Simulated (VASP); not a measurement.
# LiCl (I4/mmm) in VASP: notebook

Runs on LiCl. Level: r2SCAN. Tasks: single point.

Everything below comes from runs of VASP 6.6.1. Logs are shortened: lines on timing, memory, paths and dates and some standing lists are left out, and cuts for length are marked.

## (1) The cell of the first run

The structure is tetragonal, space group I4/mmm (No. 139). Conventional cell: a = 3.536 Å, b = 3.536 Å, c = 5.386 Å, α = 90.00°, β = 90.00°, γ = 90.00°. Within 3.3 Å of Li (site symmetry 4/mmm) lie 6 Cl at 2.50 to 2.69 Å. Cl (site symmetry 4/mmm) has 6 Li at 2.50 to 2.69 Å within 3.3 Å.

## (2) Single point, r2SCAN (strain -0.025 along x and y, +0.050 along z)

File POSCAR:

```
LiCl
1.0
    0.0000000000      2.5006410000      2.6929980000
    2.5006410000      0.0000000000      2.6929980000
    2.5006410000      2.5006410000      0.0000000000
Li Cl
1 1
Direct
    0.0000000000      0.0000000000      0.0000000000
    0.5000000000      0.5000000000      0.5000000000
```

File INCAR.step1:

```
SYSTEM = LiCl
PREC = Accurate ; ENCUT = 520
ISMEAR = 0 ; SIGMA = 0.05
LREAL = .False. ; LASPH = .True.
NELM = 100 ; NBANDS = 12
GGA = PE ; ALGO = Normal
EDIFF = 1E-4 ; LWAVE = .True.
LCHARG = .False.
```

File INCAR.step2:

```
SYSTEM = LiCl
PREC = Accurate ; ENCUT = 520
EDIFF = 1E-6 ; ISMEAR = 0
SIGMA = 0.05 ; LREAL = .False.
LASPH = .True. ; NELM = 100
ALGO = Normal ; ISIF = 2
LWAVE = .False. ; LCHARG = .False.
METAGGA = R2SCAN ; LMIXTAU = .True.
NBANDS = 12 ; ISTART = 1
```

File KPOINTS:

```
regular mesh
0
Gamma
  8 8 8
  0 0 0
```

Potentials or basis: VASP PAW PBE potentials, release 64 (Li_sv, Cl).

Started as:

```bash
$ cat potpaw_PBE.64/Li_sv/POTCAR potpaw_PBE.64/Cl/POTCAR > POTCAR
$ cp INCAR.step1 INCAR
$ mpirun -np 1 vasp_std > vasp.out
$ cp INCAR.step2 INCAR
$ mpirun -np 1 vasp_std > vasp.out
```

OUTCAR:

```text
SYSTEM = LiCl
   PREC = Accurate
   ENCUT = 520
   EDIFF = 1E-6
   ISMEAR = 0
   LREAL = .False.
   LASPH = .True.
   NELM = 100
   ISIF = 2
   METAGGA = R2SCAN
   ISTART = 1

 ion  position               nearest neighbor table
   1  0.000  0.000  0.000-   2 2.50   2 2.50   2 2.50   2 2.50
   2  0.500  0.500  0.500-   1 2.50   1 2.50   1 2.50   1 2.50

  LATTYP: Found a body centered tetragonal cell.
 ALAT       =     3.5364404168
 C/A-ratio  =     1.5229992210

  Lattice vectors:

 A1 = (  -2.5006410000,   0.0000000000,   2.6929980000)
 A2 = (   2.5006410000,   0.0000000000,   2.6929980000)
 A3 = (   0.0000000000,   2.5006410000,  -2.6929980000)

Analysis of symmetry for initial positions (statically):
=====================================================================
 Subroutine PRICEL returns:
 Original cell was already a primitive cell.

 Routine SETGRP: Setting up the symmetry group for a
 body centered tetragonal supercell.

 Subroutine GETGRP returns: Found 16 space group operations
 (whereof 16 operations were pure point group operations)
 out of a pool of 16 trial point group operations.

The static configuration has the point symmetry D_4h.

Analysis of symmetry for dynamics (positions and initial velocities):
=====================================================================
 Subroutine PRICEL returns:
 Original cell was already a primitive cell.

 Routine SETGRP: Setting up the symmetry group for a
 body centered tetragonal supercell.

 Subroutine GETGRP returns: Found 16 space group operations
 (whereof 16 operations were pure point group operations)
 out of a pool of 16 trial point group operations.

The dynamic configuration has the point symmetry D_4h.

 Subroutine INISYM returns: Found 16 space group operations
 (whereof 16 operations are pure point group operations),
 and found     1 'primitive' translations

----------------------------------------------------------------------------------------

                                     Primitive cell

  volume of cell :      33.6797

  direct lattice vectors                    reciprocal lattice vectors
     0.000000000  2.500641000  2.692998000    -0.199948733  0.199948733  0.185666681
     2.500641000  0.000000000  2.692998000     0.199948733 -0.199948733  0.185666681
     2.500641000  2.500641000  0.000000000     0.199948733  0.199948733 -0.185666681

  length of vectors
     3.674975325  3.674975325  3.536440417     0.338276674  0.338276674  0.338276674

  position of ions in fractional coordinates (direct lattice)
     0.000000000  0.000000000  0.000000000
     0.500000000  0.500000000  0.500000000

  ion indices of the primitive-cell ions
   primitive index   ion index
                 1           1
                 2           2

----------------------------------------------------------------------------------------

 KPOINTS: regular mesh

Automatic generation of k-mesh.
 Grid dimensions read from file:
 generate k-points for:    8    8    8

 Generating k-lattice:

  Cartesian coordinates                     Fractional coordinates (reciprocal lattice)
    -0.024993592  0.024993592  0.023208335     0.125000000  0.000000000  0.000000000
     0.024993592 -0.024993592  0.023208335     0.000000000  0.125000000  0.000000000
     0.024993592  0.024993592 -0.023208335     0.000000000  0.000000000  0.125000000

  Length of vectors
     0.042284584  0.042284584  0.042284584

  Shift w.r.t. Gamma in fractional coordinates (k-lattice)
     0.000000000  0.000000000  0.000000000

 Subroutine IBZKPT returns following result:
 ===========================================

 Found     59 irreducible k-points:

 Following reciprocal coordinates:
            Coordinates               Weight
  0.000000  0.000000  0.000000      1.000000
  0.125000  0.000000  0.000000      8.000000
  0.250000  0.000000  0.000000      8.000000
  0.375000  0.000000  0.000000      8.000000
  0.500000  0.000000  0.000000      4.000000
  0.125000  0.125000  0.000000      2.000000
[... 16 lines left out ...]
  0.250000 -0.000000  0.125000     16.000000
  0.375000  0.000000  0.125000     16.000000
 [... further k-points ...]
   k-points           NKPTS =     59   k-points in BZ     NKDIM =     59   number of bands    NBANDS=     12
   number of dos      NEDOS =    301   number of ions     NIONS =      2
   total plane-waves  NPLWV =  21952
   dimension x,y,z NGX =    28 NGY =   28 NGZ =   28
   dimension x,y,z NGXF=    56 NGYF=   56 NGZF=   56
   ions per type =               1   1
   NGX,Y,Z   is equivalent  to a cutoff of  12.67, 12.67, 13.16 a.u.
   NGXF,Y,Z  is equivalent  to a cutoff of  25.33, 25.33, 26.33 a.u.
 SYSTEM =  LiCl
   PREC   = accura    normal or accurate (medium, high low for compatibility)
   ISTART =      1    job   : 0-new  1-cont  2-samecut
   ICHARG =      0    charge: 1-file 2-atom 10-const
   ISPIN  =      1    spin polarized calculation?
   LNONCOLLINEAR =      F non collinear calculations
   LSORBIT =      F    spin-orbit coupling
   LASPH  =      T    aspherical Exc in radial PAW
   ENCUT  =  520.0 eV  38.22 Ry    6.18 a.u.   6.83  6.83  6.58*2*pi/ulx,y,z
   NELM   =    100;   NELMIN=  2; NELMDL=  0     # of ELM steps
   EDIFF  = 0.1E-05   stopping-criterion for ELM
   LREAL  =      F    real-space projection
   EDIFFG = 0.1E-04   stopping-criterion for IOM
   NSW    =      0    number of steps for IOM
   IBRION =     -1    ionic relax: 0-MD 1-quasi-New 2-CG
   NFREE  =      0    steps in history (QN), initial steepest desc. (CG)
   ISIF   =      2    stress and relaxation
   ISYM   =      2    0-nonsym 1-usesym 2-fastsym
   POTIM  = 0.5000    time-step for ionic-motion
   TEBEG  =    0.0;   TEEND  =   0.0 temperature during run
   PSTRESS=    0.0 pullay stress
   NELECT =      10.0000    total number of electrons
   NUPDOWN=      -1.0000    fix difference up-down
   EMIN   =  10.00;   EMAX   =-10.00  energy-range for DOS
   EFERMI =   0.00;   METHOD = LEGACY
   ISMEAR =     0;   SIGMA  =   0.05  broadening in eV -4-tet -1-fermi 0-gaus
   EFERMI_NEDOS =   21; number of points for ismear=-14 and -15
   IALGO  =     38    algorithm
   IMIX   =      4    mixing-type and parameters
     AMIX     =   0.40;   BMIX     =  1.00
     AMIX_MAG =   1.60;   BMIX_MAG =  1.00
  volume/ion in A,a.u.               =      16.84       113.64
  Fermi-wavevector in a.u.,A,eV,Ry     =   1.092157  2.063878 16.229137  1.192808
  Thomas-Fermi vector in A             =   2.228417
   LORBIT       =      0    0 simple, 1 ext, 2 COOP (PROOUT), +10 PAW based schemes
   METAGGA = R2SCAN    functional components
   LHFCALC =     F    Hartree Fock is set to
   AEXX    =    0.0000 exact exchange contribution
   IVDW    =     0    specifies the selected vdW correction
   LEPSILON=     F    determine dielectric tensor
   LRPA    =     F    only Hartree local field effects (RPA)
 non-spin polarized calculation
 Gauss-broadening in eV      SIGMA  =   0.05
  energy-cutoff  :      520.00
  volume of cell :       33.68
 maximum number of plane-waves:       922
   NGX = 13   NGY = 13   NGZ = 13

 number of electron      10.0000003 magnetization

 Free energy of the ion-electron system (eV)
  ---------------------------------------------------
  ext. energy  EPLUGINS =         0.00000000
  ---------------------------------------------------
  free energy    TOTEN  =       -12.57441661 eV

  energy without entropy =      -12.57441661  energy(sigma->0) =      -12.57441661

 E-fermi :   0.6669     XC(G=0):  -9.1638

 val. band max:        0.2886397674   @ k =   0.0000   0.0000   0.0000
 cond. band min:       7.4975308411   @ k =   0.0000   0.0000   0.0000
 fundamental gap:      7.2088910737
 Fermi energy:         0.6669330523

 k-point     1 :       0.0000    0.0000    0.0000
  band No.  band energies     occupation
      1     -44.6012      2.00000
      2     -13.7974      2.00000
      3       0.1345      2.00000
      4       0.1345      2.00000
      5       0.2886      2.00000
      6       7.4975      0.00000
      7      12.4662      0.00000
      8      13.1157      0.00000
      9      13.1157      0.00000
     10      15.0069      0.00000
     11      15.1080      0.00000
     12      16.1622      0.00000

 k-point     2 :       0.1250    0.0000    0.0000
  band No.  band energies     occupation
      1     -44.6008      2.00000
      2     -13.7199      2.00000
      3      -0.3452      2.00000
      4       0.1159      2.00000
      5       0.1830      2.00000
      6       7.9475      0.00000
      7      12.1059      0.00000
      8      12.4999      0.00000
      9      13.2033      0.00000
     10      13.9842      0.00000
     11      14.4787      0.00000
     12      16.4086      0.00000

 k-point     3 :       0.2500    0.0000    0.0000
  band No.  band energies     occupation
      1     -44.5998      2.00000
      2     -13.5227      2.00000
      3      -1.3971      2.00000
      4       0.0214      2.00000
      5       0.0743      2.00000
      6       8.2950      0.00000
      7      11.3681      0.00000
      8      12.1114      0.00000
      9      12.1501      0.00000
     10      14.9939      0.00000
     11      15.0181      0.00000
     12      17.0893      0.00000
[... 286 lines left out ...]
 k-point    23 :       0.2500   -0.0000    0.1250
  band No.  band energies     occupation
      1     -44.5997      2.00000
      2     -13.5239      2.00000
      3      -1.1334      2.00000
      4      -0.2070      2.00000
      5      -0.0358      2.00000
      6       8.8710      0.00000
      7      11.2013      0.00000
      8      11.5634      0.00000
      9      12.5183      0.00000
     10      13.7432      0.00000
     11      15.9064      0.00000
     12      17.7516      0.00000

 k-point    24 :       0.3750    0.0000    0.1250
  band No.  band energies     occupation
      1     -44.5988      2.00000
      2     -13.3092      2.00000
      3      -2.0493      2.00000
      4      -0.2868      2.00000
      5      -0.2327      2.00000
      6       8.6543      0.00000
      7      10.7376      0.00000
      8      11.5564      0.00000
      9      12.1843      0.00000
     10      15.3432      0.00000
     11      17.5266      0.00000
     12      18.6555      0.00000

 [... further k-points ...]
[... 5 lines left out ...]
  --------------------------------------------------------------------------------------
  -------------------------------------------------------------------------------------
  Total        0.0638332      0.0638332     -0.4365019      0.0000000     -0.0000000      0.0000000
  in kB        3.0366069      3.0366069    -20.7648116      0.0000000     -0.0000000      0.0000000
  external PRESSURE =      -4.8971993 kB  Pullay stress =       0.0000000 kB

 VOLUME and BASIS-vectors are now :
 -----------------------------------------------------------------------------
  energy-cutoff  :      520.00
  volume of cell :       33.68
      direct lattice vectors                 reciprocal lattice vectors
     0.000000000  2.500641000  2.692998000    -0.199948733  0.199948733  0.185666681
     2.500641000  0.000000000  2.692998000     0.199948733 -0.199948733  0.185666681
     2.500641000  2.500641000  0.000000000     0.199948733  0.199948733 -0.185666681

 POSITION                                       TOTAL-FORCE (eV/Angst)
 -----------------------------------------------------------------------------------
      0.00000      0.00000      0.00000         0.000000     -0.000000      0.000000
      2.50064      2.50064      2.69300        -0.000000      0.000000      0.000000
 -----------------------------------------------------------------------------------
    total drift:                                0.000000      0.000000      0.000000

  FREE ENERGIE OF THE ION-ELECTRON SYSTEM (eV)
  ---------------------------------------------------
  free  energy   TOTEN  =       -12.5744166134 eV

  energy  without entropy=      -12.5744166134  energy(sigma->0) =      -12.57441661
```

Run time: 67 s. Hardware: 1 thread of Intel Xeon Platinum 8488C (Sapphire Rapids), shared host; peak memory 0.16 GiB.

What came out:

```yaml
Free_energy: -12.5744 eV
Band_gap_on_the_k_mesh: 7.21 eV, direct
```

Levels at points of the mesh, in eV from the valence-band top:
```tsv
k point	band 3	band 4	band 5	band 6	band 7	band 8
(0.00, 0.00, 0.00)	-0.15	-0.15	0.00	7.21	12.18	12.83
(0.50, 0.00, 0.00)	-2.94	-0.47	-0.27	7.42	9.99	10.54
(0.50, 0.50, 0.00)	-3.03	-1.06	-1.06	8.88	9.08	12.81
(0.50, 0.00, 0.50)	-3.04	-1.55	-1.05	8.67	8.75	13.87
```

Caveat: the cell differs from its parent crystal (strain -0.025 along x and y, +0.050 along z); the cutoff is under 1.25 times the usual one of these potentials, so pressure, stress and relaxed cells hold a basis-set (Pulay) error; the PAW data sets were made with another functional, which shifts forces and pressure a little. A k mesh can miss the band edges.

## (3) Single point, r2SCAN (strain +0.025 along x and y, -0.050 along z)

File POSCAR:

```
LiCl
1.0
    0.0000000000      2.6288790000      2.4365220000
    2.6288790000      0.0000000000      2.4365220000
    2.6288790000      2.6288790000      0.0000000000
Li Cl
1 1
Direct
    0.0000000000      0.0000000000      0.0000000000
    0.5000000000      0.5000000000      0.5000000000
```

File INCAR.step1:

```
ALGO = Normal
EDIFF = 1E-4
ENCUT = 520
GGA = PE
ISMEAR = 0
LASPH = T
LCHARG = F
LREAL = F
LWAVE = T
NBANDS = 12
NELM = 100
PREC = Accurate
SIGMA = 0.05
```

File INCAR.step2:

```
ALGO = Normal
EDIFF = 1E-6
ENCUT = 520
ISIF = 2
ISMEAR = 0
ISTART = 1
LASPH = T
LCHARG = F
LMIXTAU = T
LREAL = F
LWAVE = F
METAGGA = R2SCAN
NBANDS = 12
NELM = 100
PREC = Accurate
SIGMA = 0.05
```

File KPOINTS:

```
k-points
0
Gamma
  8 8 8
```

Potentials or basis: VASP PAW PBE potentials, release 64 (Li_sv, Cl).

Started as:

```bash
$ cat potpaw_PBE.64/Li_sv/POTCAR potpaw_PBE.64/Cl/POTCAR > POTCAR
$ cp INCAR.step1 INCAR
$ mpirun -np 1 vasp_std > vasp.out
$ cp INCAR.step2 INCAR
$ mpirun -np 1 vasp_std > vasp.out
```

Run time: 69 s. Hardware: 1 thread of Intel Xeon Platinum 8488C (Sapphire Rapids), shared host; peak memory 0.16 GiB.

It converged, with:

```
Free energy            : -12.5710 eV
Band gap on the k mesh : 7.23 eV, direct
```

Levels at points of the mesh, in eV from the valence-band top:
```csv
k point,band 1,band 2,band 3,band 4,band 5,band 6,band 7,band 8,band 9,band 10
"(0.00, 0.00, 0.00)",-44.87,-14.07,-0.25,0.00,0.00,7.23,12.42,12.42,13.07,14.73
"(0.50, 0.00, 0.00)",-44.86,-13.49,-2.92,-0.44,-0.26,7.44,9.93,10.65,14.13,17.54
"(0.50, 0.50, 0.00)",-44.86,-13.14,-3.01,-1.36,-1.36,8.61,8.65,14.30,15.01,15.01
"(0.50, 0.00, 0.50)",-44.86,-13.27,-3.02,-1.38,-0.87,8.81,9.02,13.16,14.76,16.51
```

Caveat: the cell differs from its parent crystal (strain +0.025 along x and y, -0.050 along z); the cutoff is under 1.25 times the usual one of these potentials, so pressure, stress and relaxed cells hold a basis-set (Pulay) error; the PAW data sets were made with another functional, which shifts forces and pressure a little. A k mesh can miss the band edges.

## (4) Single point, r2SCAN (strain +0.025 along x and y, -0.025 along z)

File POSCAR:

```
LiCl
1.0
    0.0000000000      2.6288790000      2.5006410000
    2.6288790000      0.0000000000      2.5006410000
    2.6288790000      2.6288790000      0.0000000000
Li Cl
1 1
Direct
    0.0000000000      0.0000000000      0.0000000000
    0.5000000000      0.5000000000      0.5000000000
```

File INCAR.step1:

```
SYSTEM = LiCl
PREC = Accurate
ENCUT = 520
ISMEAR = 0
SIGMA = 0.05
LREAL = .FALSE.
LASPH = .TRUE.
NELM = 80
NBANDS = 12
GGA = PE
ALGO = Normal
EDIFF = 1E-4
LWAVE = .TRUE.
LCHARG = .FALSE.
```

File INCAR.step2:

```
SYSTEM = LiCl
PREC = Accurate
ENCUT = 520
EDIFF = 1E-7
ISMEAR = 0
SIGMA = 0.05
LREAL = .FALSE.
LASPH = .TRUE.
NELM = 80
ALGO = Normal
ISIF = 2
LWAVE = .FALSE.
LCHARG = .FALSE.
METAGGA = R2SCAN
LMIXTAU = .TRUE.
NBANDS = 12
ISTART = 1
```

File KPOINTS:

```
regular mesh
0
G
  8 8 8
  0 0 0
```

Started as:

```bash
$ cat potpaw_PBE.64/Li_sv/POTCAR potpaw_PBE.64/Cl/POTCAR > POTCAR
$ cp INCAR.step1 INCAR
$ mpirun -np 1 vasp_std > vasp.out
$ cp INCAR.step2 INCAR
$ mpirun -np 1 vasp_std > vasp.out
```

It took 78 s on 1 thread of Intel Xeon Platinum 8488C (Sapphire Rapids), shared host; peak memory 0.16 GiB.

Results (log left out):

| Item | Value |
| --- | --- |
| Free energy | -12.5749 eV |
| Band gap on the k mesh | 7.10 eV, direct |

Levels at points of the mesh, in eV from the valence-band top:
| k point | band 1 | band 2 | band 3 | band 4 | band 5 | band 6 | band 7 | band 8 | band 9 | band 10 |
| --- | --- | --- | --- | --- | --- | --- | --- | --- | --- | --- |
| (0.00, 0.00, 0.00) | -44.89 | -13.95 | -0.15 | 0.00 | 0.00 | 7.10 | 12.47 | 12.47 | 12.90 | 14.89 |
| (0.50, 0.00, 0.00) | -44.89 | -13.40 | -2.79 | -0.37 | -0.25 | 7.45 | 10.05 | 10.50 | 13.89 | 17.61 |
| (0.50, 0.50, 0.00) | -44.89 | -13.11 | -2.87 | -1.23 | -1.23 | 8.62 | 8.76 | 13.81 | 14.94 | 14.94 |
| (0.50, 0.00, 0.50) | -44.89 | -13.19 | -2.87 | -1.24 | -0.91 | 8.72 | 9.01 | 13.07 | 14.79 | 15.88 |

Caveat: the cell differs from its parent crystal (strain +0.025 along x and y, -0.025 along z); the cutoff is under 1.25 times the usual one of these potentials, so pressure, stress and relaxed cells hold a basis-set (Pulay) error; the PAW data sets were made with another functional, which shifts forces and pressure a little.

## (5) The runs side by side

| cell | gap on the mesh (eV) |
| --- | --- |
| a = 3.675, b = 3.675, c = 3.536 Å, angles 61.2, 61.2, 57.5°, 2 atoms | 7.21 |
| a = 3.584, b = 3.584, c = 3.718 Å, angles 58.8, 58.8, 62.5°, 2 atoms | 7.23 |
| a = 3.628, b = 3.628, c = 3.718 Å, angles 59.2, 59.2, 61.6°, 2 atoms | 7.10 |

Alike in all rows: task single point; level r2SCAN; potentials or basis VASP PAW PBE potentials, release 64 (Li_sv, Cl); no spin polarisation; k mesh 8 × 8 × 8; cutoff (eV) 520; smearing gaussian 0.05 eV.

Caveats: the cutoff is under 1.25 times the usual one of these potentials, so pressure, stress and relaxed cells hold a basis-set (Pulay) error; the PAW data sets were made with another functional, which shifts forces and pressure a little.

Total energies depend on the potentials used, so only differences within one code and one set of settings carry meaning.
